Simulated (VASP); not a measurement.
# CsSi3Ru (R3m) in VASP: relaxation of cell and atoms with PBE

Aim: the relaxation of cell and atoms of CsSi3Ru with PBE.

Everything below comes from runs of VASP 6.6.1. Logs are shortened: lines on timing, memory, paths and dates and some standing lists are left out, and cuts for length are marked.

## Step 1: The cell of the first run

Symmetry: R3m, No. 160, trigonal system. The conventional cell has a = 6.390 Å, b = 6.390 Å, c = 9.150 Å, α = 90.00°, β = 90.00°, γ = 120.00°. Within 4.4 Å of Cs (site symmetry 3m) lie 12 Si at 3.22 to 3.66 Å and 7 Ru at 3.77 to 4.32 Å. Si (site symmetry m) has 2 Ru at 2.43 to 2.55 Å and 2 Si at 2.52 Å and 2 Cs at 3.22 Å within 3.3 Å. Ru (site symmetry 3m) has 6 Si at 2.43 to 2.55 Å within 3.2 Å.

## Step 2: Relaxation of cell and atoms, PBE

Contents of INCAR:

```
ALGO = Normal ; EDIFF = 1E-7
EDIFFG = -0.01 ; ENCUT = 500
GGA = PE ; GGA_COMPAT = F
IBRION = 2 ; ISIF = 3
ISMEAR = 0 ; LASPH = T
LCHARG = F ; LREAL = F
LWAVE = F ; NELM = 120
NELMIN = 4 ; NSW = 100
PREC = Accurate ; SIGMA = 0.1
```

Contents of KPOINTS:

```
k-points
0
Gamma
  12 12 12
```

Contents of POSCAR:

```
CsSi3Ru
1.0
    3.1948071591      1.8445227733      3.0501485811
   -3.1948071591      1.8445227733      3.0501485811
    0.0000000000     -3.6890455466      3.0501485811
Cs Si Ru
1 3 1
Direct
    0.9745596668      0.9745596668      0.9745596668
    0.4557545769      0.4557545769      0.0617343891
    0.0617343891      0.4557545769      0.4557545769
    0.4557545769      0.0617343891      0.4557545769
    0.5538901727      0.5538901727      0.5538901727
```

Potentials or basis: VASP PAW PBE potentials, release 64 (Cs_sv, Si, Ru_pv).

The run is started by

```console
$ cat potpaw_PBE.64/Cs_sv/POTCAR potpaw_PBE.64/Si/POTCAR potpaw_PBE.64/Ru_pv/POTCAR > POTCAR
$ mpirun -np 1 vasp_std > vasp.out
```

OUTCAR:

```text
EDIFF = 1E-7
   EDIFFG = -0.01
   ENCUT = 500
   GGA = PE
   IBRION = 2
   ISIF = 3
   ISMEAR = 0
   LASPH = T
   LREAL = F
   NELM = 120
   NELMIN = 4
   NSW = 100
   PREC = Accurate

 ion  position               nearest neighbor table
   1  0.975  0.975  0.975-
   2  0.456  0.456  0.062-   5 2.43   4 2.52   3 2.52   5 2.55
   3  0.062  0.456  0.456-   5 2.43   2 2.52   4 2.52   5 2.55
   4  0.456  0.062  0.456-   5 2.43   2 2.52   3 2.52   5 2.55
   5  0.554  0.554  0.554-   2 2.43   4 2.43   3 2.43   2 2.55   3 2.55   4 2.55

  LATTYP: Found a trigonal (rhomboedric) cell.
 ALAT       =     4.7866965030
 COS(alpha) =     0.1090619459

  Lattice vectors:

 A1 = (   3.1948071591,   1.8445227733,   3.0501485811)
 A2 = (  -3.1948071591,   1.8445227733,   3.0501485811)
 A3 = (   0.0000000000,  -3.6890455466,   3.0501485811)

Analysis of symmetry for initial positions (statically):
=====================================================================
 Subroutine PRICEL returns:
 Original cell was already a primitive cell.

 Routine SETGRP: Setting up the symmetry group for a
 trigonal (rhombohedral) supercell.

 Subroutine GETGRP returns: Found  6 space group operations
 (whereof  6 operations were pure point group operations)
 out of a pool of 12 trial point group operations.

The static configuration has the point symmetry C_3v.

Analysis of symmetry for dynamics (positions and initial velocities):
=====================================================================
 Subroutine PRICEL returns:
 Original cell was already a primitive cell.

 Routine SETGRP: Setting up the symmetry group for a
 trigonal (rhombohedral) supercell.

 Subroutine GETGRP returns: Found  6 space group operations
 (whereof  6 operations were pure point group operations)
 out of a pool of 12 trial point group operations.

The dynamic configuration has the point symmetry C_3v.

 Subroutine INISYM returns: Found  6 space group operations
 (whereof  6 operations are pure point group operations),
 and found     1 'primitive' translations

----------------------------------------------------------------------------------------

                                     Primitive cell

  volume of cell :     107.8452

  direct lattice vectors                    reciprocal lattice vectors
     3.194807159  1.844522773  3.050148581     0.156503969  0.090357609  0.109284294
    -3.194807159  1.844522773  3.050148581    -0.156503969  0.090357609  0.109284294
     0.000000000 -3.689045547  3.050148581     0.000000000 -0.180715217  0.109284294

  length of vectors
     4.786696503  4.786696503  4.786696503     0.211189599  0.211189599  0.211189599

  position of ions in fractional coordinates (direct lattice)
     0.974559667  0.974559667  0.974559667
     0.455754577  0.455754577  0.061734389
     0.061734389  0.455754577  0.455754577
     0.455754577  0.061734389  0.455754577
     0.553890173  0.553890173  0.553890173

  ion indices of the primitive-cell ions
   primitive index   ion index
                 1           1
                 2           2
                 3           3
                 4           4
                 5           5

----------------------------------------------------------------------------------------

 KPOINTS: k-points

Automatic generation of k-mesh.
 Grid dimensions read from file:
 generate k-points for:   12   12   12

 Generating k-lattice:

  Cartesian coordinates                     Fractional coordinates (reciprocal lattice)
     0.013041997  0.007529801  0.009107024     0.083333333  0.000000000  0.000000000
    -0.013041997  0.007529801  0.009107024     0.000000000  0.083333333  0.000000000
     0.000000000 -0.015059601  0.009107024     0.000000000  0.000000000  0.083333333

  Length of vectors
     0.017599133  0.017599133  0.017599133

  Shift w.r.t. Gamma in fractional coordinates (k-lattice)
     0.000000000  0.000000000  0.000000000

 Subroutine IBZKPT returns following result:
 ===========================================

 Found    189 irreducible k-points:

 Following reciprocal coordinates:
            Coordinates               Weight
  0.000000  0.000000  0.000000      1.000000
  0.083333 -0.000000 -0.000000      6.000000
  0.166667  0.000000 -0.000000      6.000000
  0.250000  0.000000 -0.000000      6.000000
  0.333333  0.000000 -0.000000      6.000000
  0.416667  0.000000  0.000000      6.000000
[... 16 lines left out ...]
  0.500000  0.166667 -0.000000     12.000000
 -0.416667  0.166667  0.000000     12.000000
 [... further k-points ...]
   k-points           NKPTS =    189   k-points in BZ     NKDIM =    189   number of bands    NBANDS=     21
   number of dos      NEDOS =    301   number of ions     NIONS =      5
   total plane-waves  NPLWV =  46656
   dimension x,y,z NGX =    36 NGY =   36 NGZ =   36
   dimension x,y,z NGXF=    72 NGYF=   72 NGZF=   72
   ions per type =               1   3   1
   NGX,Y,Z   is equivalent  to a cutoff of  12.50, 12.50, 12.50 a.u.
   NGXF,Y,Z  is equivalent  to a cutoff of  25.01, 25.01, 25.01 a.u.
 SYSTEM =  unknown system
   PREC   = accura    normal or accurate (medium, high low for compatibility)
   ISTART =      0    job   : 0-new  1-cont  2-samecut
   ICHARG =      2    charge: 1-file 2-atom 10-const
   ISPIN  =      1    spin polarized calculation?
   LNONCOLLINEAR =      F non collinear calculations
   LSORBIT =      F    spin-orbit coupling
   LASPH  =      T    aspherical Exc in radial PAW
   ENCUT  =  500.0 eV  36.75 Ry    6.06 a.u.   8.73  8.73  8.73*2*pi/ulx,y,z
   NELM   =    120;   NELMIN=  4; NELMDL= -5     # of ELM steps
   EDIFF  = 0.1E-06   stopping-criterion for ELM
   LREAL  =      F    real-space projection
   EDIFFG = -.1E-01   stopping-criterion for IOM
   NSW    =    100    number of steps for IOM
   IBRION =      2    ionic relax: 0-MD 1-quasi-New 2-CG
   NFREE  =      1    steps in history (QN), initial steepest desc. (CG)
   ISIF   =      3    stress and relaxation
   ISYM   =      2    0-nonsym 1-usesym 2-fastsym
   POTIM  = 0.5000    time-step for ionic-motion
   TEBEG  =    0.0;   TEEND  =   0.0 temperature during run
   PSTRESS=    0.0 pullay stress
   NELECT =      35.0000    total number of electrons
   NUPDOWN=      -1.0000    fix difference up-down
   EMIN   =  10.00;   EMAX   =-10.00  energy-range for DOS
   EFERMI =   0.00;   METHOD = LEGACY
   ISMEAR =     0;   SIGMA  =   0.10  broadening in eV -4-tet -1-fermi 0-gaus
   EFERMI_NEDOS =   21; number of points for ismear=-14 and -15
   IALGO  =     38    algorithm
   IMIX   =      4    mixing-type and parameters
     AMIX     =   0.40;   BMIX     =  1.00
     AMIX_MAG =   1.60;   BMIX_MAG =  1.00
  volume/ion in A,a.u.               =      21.57       145.56
  Fermi-wavevector in a.u.,A,eV,Ry     =   1.125029  2.125997 17.220774  1.265691
  Thomas-Fermi vector in A             =   2.261704
   LORBIT       =      0    0 simple, 1 ext, 2 COOP (PROOUT), +10 PAW based schemes
   GGA     = PE    functional components
   LHFCALC =     F    Hartree Fock is set to
   AEXX    =    0.0000 exact exchange contribution
   IVDW    =     0    specifies the selected vdW correction
   LEPSILON=     F    determine dielectric tensor
   LRPA    =     F    only Hartree local field effects (RPA)
 conjugate gradient relaxation of ions
 non-spin polarized calculation
 Gauss-broadening in eV      SIGMA  =   0.10
  energy-cutoff  :      500.00
  volume of cell :      107.85
 maximum number of plane-waves:      2754
   NGX = 17   NGY = 17   NGZ = 17

--------------------------------------- Ionic step        1  -------------------------------------------

 number of electron      34.9999991 magnetization

 Free energy of the ion-electron system (eV)
  ---------------------------------------------------
  ext. energy  EPLUGINS =         0.00000000
  ---------------------------------------------------
  free energy    TOTEN  =       -25.26849880 eV

  energy without entropy =      -25.25250657  energy(sigma->0) =      -25.26050268

------------------------ aborting loop because EDIFF is reached ----------------------------------------

  FORCE on cell =-STRESS in cart. coord.  units (eV):
  Direction    XX          YY          ZZ          XY          YZ          ZX
  --------------------------------------------------------------------------------------
  -------------------------------------------------------------------------------------
  Total        0.0145186      0.0145186      0.1767671      0.0000000      0.0000000      0.0000000
  in kB        0.2156920      0.2156920      2.6260987      0.0000000      0.0000000      0.0000000
  external PRESSURE =       1.0191609 kB  Pullay stress =       0.0000000 kB
[... 102 lines left out ...]
  energy  without entropy=      -25.2528235731  energy(sigma->0) =      -25.26088451

--------------------------------------- Ionic step        4  -------------------------------------------

 number of electron      34.9999991 magnetization

 Free energy of the ion-electron system (eV)
  ---------------------------------------------------
  ext. energy  EPLUGINS =         0.00000000
  ---------------------------------------------------
  free energy    TOTEN  =       -25.26896674 eV

  energy without entropy =      -25.25284813  energy(sigma->0) =      -25.26090743

 E-fermi :   5.5882     XC(G=0): -10.2103

 val. band max:        5.5850677810   @ k =  -0.2500  -0.2500   0.1667
 cond. band min:       5.5980862580   @ k =   0.5000   0.4167   0.0833
 fundamental gap:      0.0130184770
 Fermi energy:         5.5881588135

 k-point     1 :       0.0000    0.0000    0.0000
  band No.  band energies     occupation
      1     -36.5629      2.00000
      2     -36.5530      2.00000
      3     -36.5530      2.00000
      4     -15.2977      2.00000
      5      -4.5961      2.00000
      6      -2.6916      2.00000
[... 550 lines left out ...]
      5      -4.8115      2.00000
      6      -3.0190      2.00000
[... 13 lines left out ...]
     20       7.7264      0.00000
     21       8.4620      0.00000

 [... further k-points ...]
[... 5 lines left out ...]
  --------------------------------------------------------------------------------------
  -------------------------------------------------------------------------------------
  Total        0.0311484      0.0311484     -0.0044191     -0.0000000      0.0000000      0.0000000
  in kB        0.4619159      0.4619159     -0.0655338     -0.0000000      0.0000000      0.0000000
  external PRESSURE =       0.2860994 kB  Pullay stress =       0.0000000 kB
[... 20 lines left out ...]
  FREE ENERGIE OF THE ION-ELECTRON SYSTEM (eV)
  ---------------------------------------------------
  free  energy   TOTEN  =       -25.2689667402 eV

  energy  without entropy=      -25.2528481258  energy(sigma->0) =      -25.26090743

 reached required accuracy - stopping structural energy minimisation
```

Run time: 21 min. Hardware: 1 thread of Oxide Virtual Turin-like, shared host; peak memory 0.49 GiB.

What came out:

```yaml
Free_energy: -25.2690 eV
Relaxed_volume: 21.61 Å³/atom
Relaxed_cell: a = 4.790 Å, b = 4.790 Å, c = 4.790 Å, α = 83.64°, β = 83.64°, γ = 83.64°
Space_group_after_relaxing_to_0.1_Å: R3m (No. 160)
Energy_gained_by_relaxing: 0.1 meV/atom
Ionic_steps: 4
Pressure_after_relaxing: 0.0 GPa
Largest_force_after_relaxing: 0.004 eV/Å
Band_gap_on_the_k_mesh: zero (an odd number of electrons rules out a gap without spin polarisation)
```

Forces on the atoms (eV/Å):
```
Cs   0.000  0.000  0.003
Si   0.000  0.002 -0.002
Si  -0.002 -0.001 -0.002
Si   0.002 -0.001 -0.002
Ru   0.000  0.000  0.004
```

The path:
| step | energy change (eV) | largest force (eV/Å) | pressure (GPa) | volume (Å³) |
| --- | --- | --- | --- | --- |
| 1 | 0.0000 | 0.0480 | 0.10 | 107.85 |
| 2 | -0.0004 | 0.0211 | -0.01 | 108.06 |
| 3 | -0.0004 | 0.0104 | -0.06 | 108.14 |
| 4 | -0.0005 | 0.0043 | 0.03 | 108.04 |

Final structure:
```xyz
5
Lattice="3.1943 1.8442 3.0566 -3.1943 1.8442 3.0566 0.0000 -3.6885 3.0566" Properties=species:S:1:pos:R:3 pbc="T T T"
Cs    0.0000    0.0000    8.9374
Si    0.0000    1.4494    2.9742
Si   -1.2552   -0.7247    2.9742
Si    1.2552   -0.7247    2.9742
Ru    0.0000    0.0000    5.0802
```

Levels at points of the mesh, in eV from the Fermi level:
```
           k point  band 14  band 15  band 16  band 17  band 18  band 19  band 20  band 21
(0.00, 0.00, 0.00)    -1.56    -0.58    -0.58    -0.43    -0.43     1.30     2.53     2.53
(0.50, 0.00, 0.00)    -1.88    -1.53    -1.22    -0.67    -0.32     1.49     1.71     2.94
(0.50, 0.50, 0.00)    -2.56    -1.90    -1.44    -0.08     0.39     0.49     2.75     3.09
(0.50, 0.50, 0.50)    -1.91    -1.88    -1.88    -0.70     1.10     1.10     4.23     4.23
```

Caveat: spin-orbit coupling is left out, which moves the levels of the heavy elements; an odd number of electrons without spin polarisation forces a metal; a magnetic or distorted state may lie lower.
